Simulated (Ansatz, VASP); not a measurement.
# V: VASP beside Ansatz

The input INCAR:

```
ALGO = Normal
EDIFF = 1E-8
ENCUT = 520
GGA = PS
ISIF = 2
ISMEAR = -1
ISPIN = 2
LASPH = True
LCHARG = False
LEFG = True
LMAXMIX = 4
LORBIT = 11
LREAL = False
LWAVE = False
MAGMOM = 1.5
NBANDS = 16
NELM = 150
PREC = Accurate
SIGMA = 0.03
```

File KPOINTS:

```
k-points
0
Gamma
  19 19 19
```

POSCAR

```
V
1.0
   -1.5426742003      1.5426742003      1.5426742003
    1.5426742003     -1.5426742003      1.5426742003
    1.5426742003      1.5426742003     -1.5426742003
V
1
Direct
    0.0000000000      0.0000000000      0.0000000000
```

Input for Ansatz:

```yaml
crystal:
  lattice:
    - [-1.5426742003, 1.5426742003, 1.5426742003]
    - [1.5426742003, -1.5426742003, 1.5426742003]
    - [1.5426742003, 1.5426742003, -1.5426742003]
  atoms:
    - { symbol: V, position: [0.0, 0.0, 0.0], spin: 1.5 }
magnetization:
  spin_polarized: true
kpoints:
  mp_grid: { grid: [19, 19, 19] }
scf:
  occupations: { method: fermi_dirac, width: 0.03 }
hamiltonian:
  xc: pbesol
  pseudopotentials: { kind: all_electron, datasets: crystal }
output:
  forces: true
  stress: true
  eigenvalues: true
  efg: { contact_densities: true }
```

Change from the starting cell: volume scaled by 1.06, crystal datasets.

Alike in both runs: task electric field gradients; functional PBEsol; k mesh 19 × 19 × 19; occupations fermi-dirac, width 0.03 eV; collinear spin.

|  | VASP | Ansatz |
| --- | --- | --- |
| version | VASP 6.6.1 | Ansatz 0.2.0 |
| potentials or method | VASP PAW PBE potentials, release 64 (V_sv), cutoff 520 eV | all-electron PAW with datasets made for the crystal, scalar-relativistic |

```tsv
	VASP	Ansatz	Ansatz less VASP
pressure (GPa)	-19.4	-19.6	-0.18
net moment per atom (μB)	0.00	0.00	0.000
```

VASP's potentials were made for PBE, not for PBEsol. Ansatz ran all-electron here, and VASP with PAW potentials. Ansatz's warnings: seeded moment not kept.
